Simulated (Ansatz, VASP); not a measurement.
## One calculation of Sn5As3, two programs

```
Sn As
1.0
     5.90465    0.00000    0.00000
     0.00000    5.90465    0.00000
     0.00000    0.00000    5.90465
Sn As
5 3
Direct
  0.00000 0.00000 0.00000
  0.50000 0.00000 0.00000
  0.50000 0.50000 0.50000
  0.00000 0.50000 0.00000
  0.00000 0.00000 0.50000
  0.50000 0.00000 0.50000
  0.50000 0.50000 0.00000
  0.00000 0.50000 0.50000
```

Alike in both runs: task single point; functional PBE; k mesh 4 × 4 × 4; occupations gaussian, width 0.2 eV; no spin polarisation.

|  | VASP | Ansatz |
| --- | --- | --- |
| version | VASP 6.6.1 | Ansatz 0.2.0 |
| potentials or method | VASP PAW PBE potentials, release 64 (Sn_d, As), cutoff 520 eV | scalar-relativistic, plane waves, PAW |
| valence electrons in the cell | 85 | 115 |

VASP gave:

- gap on the k mesh at the Fermi level (eV): none
- pressure (GPa): -0.1

Q: Which values does Ansatz return?

A: gap on the k mesh at the Fermi level (eV): none; pressure (GPa): -0.2.

A gap of «none» marks a metal or a gap that the smearing closes. The functional is the same, so the differences come from potentials, cutoffs and numerics. VASP's potentials hold 85 valence electrons a cell and Ansatz's 115, so a difference there can come from the potentials and not from the codes.
